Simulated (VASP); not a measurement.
# TeRu in VASP: notebook, part 2 of 3

VASP 6.6.1.

### 3 Single point, PBEsol

This run uses another cell than the first one, of 29.60 Å³/atom.

The input, INCAR:

```
SYSTEM = TeRu
PREC     = Accurate       ! precision mode
ENCUT    = 520            ! plane-wave cutoff, eV
EDIFF    = 1E-6           ! SCF threshold, eV
ISMEAR   = 0              ! smearing method
SIGMA    = 0.05           ! smearing width, eV
LREAL    = .False.        ! projectors in reciprocal space
LASPH    = .True.         ! aspherical terms in the spheres
NELM     = 60             ! most SCF steps
ALGO     = Normal         ! electronic algorithm
ISIF     = 2              ! what is computed and relaxed
LWAVE    = .False.        ! write WAVECAR
LCHARG   = .False.        ! write CHGCAR
GGA      = PS             ! functional
NBANDS   = 17             ! bands
```

The input, KPOINTS:

```
Automatic mesh
0
Gamma
  8 8 8
  0 0 0
```

The input, POSCAR:

```
TeRu
1.0
    0.0000000000      3.0934427423      3.0934427423
    3.0934427423      0.0000000000      3.0934427423
    3.0934427423      3.0934427423      0.0000000000
Ru Te
1 1
Direct
    0.0000000000      0.0000000000      0.0000000000
    0.2500000000      0.2500000000      0.2500000000
```

Potentials or basis: VASP PAW PBE potentials, release 64 (Ru_pv, Te).

Run with:

```console
$ cat potpaw_PBE.64/Ru_pv/POTCAR potpaw_PBE.64/Te/POTCAR > POTCAR
$ mpirun -np 1 vasp_std > vasp.out
```

OUTCAR:

```text
SYSTEM = TeRu
   PREC = Accurate
   ENCUT = 520
   EDIFF = 1E-6
   ISMEAR = 0
   LREAL = .False.
   LASPH = .True.
   NELM = 60
   ISIF = 2
   GGA = PS

 ion  position               nearest neighbor table
   1  0.000  0.000  0.000-   2 2.68   2 2.68   2 2.68   2 2.68
   2  0.250  0.250  0.250-   1 2.68   1 2.68   1 2.68   1 2.68

  LATTYP: Found a face centered cubic cell.
 ALAT       =     6.1868854846

  Lattice vectors:

 A1 = (   0.0000000000,   3.0934427423,   3.0934427423)
 A2 = (   3.0934427423,   0.0000000000,   3.0934427423)
 A3 = (   3.0934427423,   3.0934427423,   0.0000000000)

Analysis of symmetry for initial positions (statically):
=====================================================================
 Subroutine PRICEL returns:
 Original cell was already a primitive cell.

 Routine SETGRP: Setting up the symmetry group for a
 face centered cubic supercell.

 Subroutine GETGRP returns: Found 24 space group operations
 (whereof 24 operations were pure point group operations)
 out of a pool of 48 trial point group operations.

The static configuration has the point symmetry T_d .

Analysis of symmetry for dynamics (positions and initial velocities):
=====================================================================
 Subroutine PRICEL returns:
 Original cell was already a primitive cell.

 Routine SETGRP: Setting up the symmetry group for a
 face centered cubic supercell.

 Subroutine GETGRP returns: Found 24 space group operations
 (whereof 24 operations were pure point group operations)
 out of a pool of 48 trial point group operations.

The dynamic configuration has the point symmetry T_d .

 Subroutine INISYM returns: Found 24 space group operations
 (whereof 24 operations are pure point group operations),
 and found     1 'primitive' translations

----------------------------------------------------------------------------------------

                                     Primitive cell
[... 110 lines left out ...]
     AMIX     =   0.40;   BMIX     =  1.00
     AMIX_MAG =   1.60;   BMIX_MAG =  1.00
  volume/ion in A,a.u.               =      29.60       199.77
  Fermi-wavevector in a.u.,A,eV,Ry     =   1.140161  2.154591 17.687118  1.299967
  Thomas-Fermi vector in A             =   2.276863
   LORBIT       =      0    0 simple, 1 ext, 2 COOP (PROOUT), +10 PAW based schemes
   GGA     = PS    functional components
   LHFCALC =     F    Hartree Fock is set to
   AEXX    =    0.0000 exact exchange contribution
   IVDW    =     0    specifies the selected vdW correction
   LEPSILON=     F    determine dielectric tensor
   LRPA    =     F    only Hartree local field effects (RPA)
 non-spin polarized calculation
 Gauss-broadening in eV      SIGMA  =   0.05
  energy-cutoff  :      520.00
  volume of cell :       59.20
 maximum number of plane-waves:      1639
 NGX is ok and might be reduce to    36
   NGX = 17   NGY = 17   NGZ = 17

 number of electron      20.0000002 magnetization

 Free energy of the ion-electron system (eV)
  ---------------------------------------------------
  ext. energy  EPLUGINS =         0.00000000
  ---------------------------------------------------
  free energy    TOTEN  =       -12.36675439 eV

  energy without entropy =      -12.36363093  energy(sigma->0) =      -12.36519266

 E-fermi :   5.1437     XC(G=0):  -9.5890

 val. band max:        5.1119779190   @ k =   0.3750   0.2500   0.0000
 cond. band min:       5.1591752691   @ k =   0.5000   0.3750   0.1250
 fundamental gap:      0.0471973500
 Fermi energy:         5.1437097147

 k-point     1 :       0.0000    0.0000    0.0000
  band No.  band energies     occupation
      1     -36.8316      2.00000
      2     -36.8316      2.00000
      3     -36.8316      2.00000
      4      -6.9256      2.00000
      5       1.5333      2.00000
      6       1.5333      2.00000
[... 457 lines left out ...]
      4      -6.1957      2.00000
      5       0.9186      2.00000
      6       1.4812      2.00000
[... 9 lines left out ...]
     16      13.8744      0.00000
     17      14.9968      0.00000

 [... further k-points ...]

------------------------ aborting loop because EDIFF is reached ----------------------------------------

  FORCE on cell =-STRESS in cart. coord.  units (eV):
  Direction    XX          YY          ZZ          XY          YZ          ZX
  --------------------------------------------------------------------------------------
  -------------------------------------------------------------------------------------
  Total       -4.7812945     -4.7812945     -4.7812945      0.0000000      0.0000000     -0.0000000
  in kB     -129.3897385   -129.3897385   -129.3897385      0.0000000      0.0000000     -0.0000000
  external PRESSURE =    -129.3897385 kB  Pullay stress =       0.0000000 kB

 VOLUME and BASIS-vectors are now :
 -----------------------------------------------------------------------------
  energy-cutoff  :      520.00
  volume of cell :       59.20
      direct lattice vectors                 reciprocal lattice vectors
     0.000000000  3.093442742  3.093442742    -0.161632214  0.161632214  0.161632214
     3.093442742  0.000000000  3.093442742     0.161632214 -0.161632214  0.161632214
     3.093442742  3.093442742  0.000000000     0.161632214  0.161632214 -0.161632214

 POSITION                                       TOTAL-FORCE (eV/Angst)
 -----------------------------------------------------------------------------------
      0.00000      0.00000      0.00000        -0.000000      0.000000      0.000000
      1.54672      1.54672      1.54672         0.000000     -0.000000     -0.000000
 -----------------------------------------------------------------------------------
    total drift:                               -0.000000     -0.000000     -0.000000

  FREE ENERGIE OF THE ION-ELECTRON SYSTEM (eV)
  ---------------------------------------------------
  free  energy   TOTEN  =       -12.3667543890 eV

  energy  without entropy=      -12.3636309297  energy(sigma->0) =      -12.36519266
```

OSZICAR:

```text
N       E                     dE             d eps       ncg     rms          rms(c)
DAV:   1     0.117428684280E+03    0.11743E+03   -0.10662E+04  1146   0.104E+03
DAV:   2    -0.937678012622E+01   -0.12681E+03   -0.12345E+03  1147   0.258E+02
DAV:   3    -0.124984260917E+02   -0.31216E+01   -0.30947E+01  1179   0.405E+01
DAV:   4    -0.125465259572E+02   -0.48100E-01   -0.48089E-01  1365   0.450E+00
DAV:   5    -0.125467615959E+02   -0.23564E-03   -0.23563E-03  1199   0.312E-01    0.643E+00
DAV:   6    -0.124399928910E+02    0.10677E+00   -0.74170E-01  1018   0.740E+00    0.292E+00
DAV:   7    -0.123852227998E+02    0.54770E-01   -0.17819E-01  1011   0.370E+00    0.225E+00
DAV:   8    -0.123669121881E+02    0.18311E-01   -0.59463E-02  1020   0.208E+00    0.311E-01
DAV:   9    -0.123667488749E+02    0.16331E-03   -0.11065E-03  1247   0.257E-01    0.219E-01
DAV:  10    -0.123667418259E+02    0.70490E-05   -0.33640E-04  1038   0.134E-01    0.350E-02
DAV:  11    -0.123667516420E+02   -0.98161E-05   -0.13468E-05  1210   0.253E-02    0.956E-03
DAV:  12    -0.123667543786E+02   -0.27366E-05   -0.31875E-06  1041   0.105E-02    0.353E-03
DAV:  13    -0.123667543890E+02   -0.10442E-07   -0.88352E-08   734   0.216E-03
   1 F= -.12366754E+02 E0= -.12365193E+02  d E =-.312346E-02
```

Wall time 18 s (1 thread of AMD EPYC 9R45 (Zen 5), shared host); peak memory 0.18 GiB.

Results:

* Free energy: -12.3668 eV
* Pressure: -12.9 GPa
* Band gap on the k mesh: zero (bands 10 and 11 overlap by 2.60 eV)

Caveat: the cell stands under tension; the PAW data sets were made with another functional, which shifts forces and pressure a little; spin-orbit coupling is left out, which moves the levels of the heavy elements.

(Continued in part 3 of 3.)
